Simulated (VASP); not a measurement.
W: single point with PBEsol

The system is W.

```xyz
1
Lattice="0.0000 1.8676 1.8676 1.8676 0.0000 1.8676 1.8676 1.8676 0.0000" Properties=species:S:1:pos:R:3 pbc="T T T"
W     0.0000    0.0000    0.0000
```

This cell differs from its parent crystal: strain -0.080 along x and y, -0.080 along z.

```json
{
 "Program": "VASP 6.6.1",
 "Task": "single point",
 "Functional": "PBEsol",
 "Potentials or basis": "VASP PAW PBE potentials, release 64 (W_sv)",
 "Cutoff": "520 eV",
 "k mesh": "20 × 20 × 20",
 "Occupations": "gaussian, width 0.15 eV",
 "Spin": "no spin polarisation"
}
```

```
Pressure               : 93.7 GPa
Band gap on the k mesh : zero (bands 7 and 8 overlap by 5.78 eV)
```

Levels at points of the mesh, in eV from the Fermi level:
```tsv
k point	band 4	band 5	band 6	band 7	band 8	band 9	band 10	band 11
(0.00, 0.00, 0.00)	-36.46	-10.13	-0.96	-0.96	-0.96	3.35	3.35	13.02
(0.50, 0.00, 0.00)	-36.77	-7.00	-1.31	-1.31	1.69	6.84	6.84	12.77
(0.50, 0.50, 0.00)	-37.32	-7.37	-6.22	4.82	6.82	7.92	7.92	13.98
```

It took 42 s on 1 thread of Intel Xeon 8259CL (shared host), peak memory 0.16 GiB.

Caveat: the cell differs from its parent crystal (strain -0.080 along x and y, -0.080 along z); the cell stands under pressure; the PAW data sets were made with another functional, which shifts forces and pressure a little; spin-orbit coupling is left out, which moves the levels of the heavy elements.
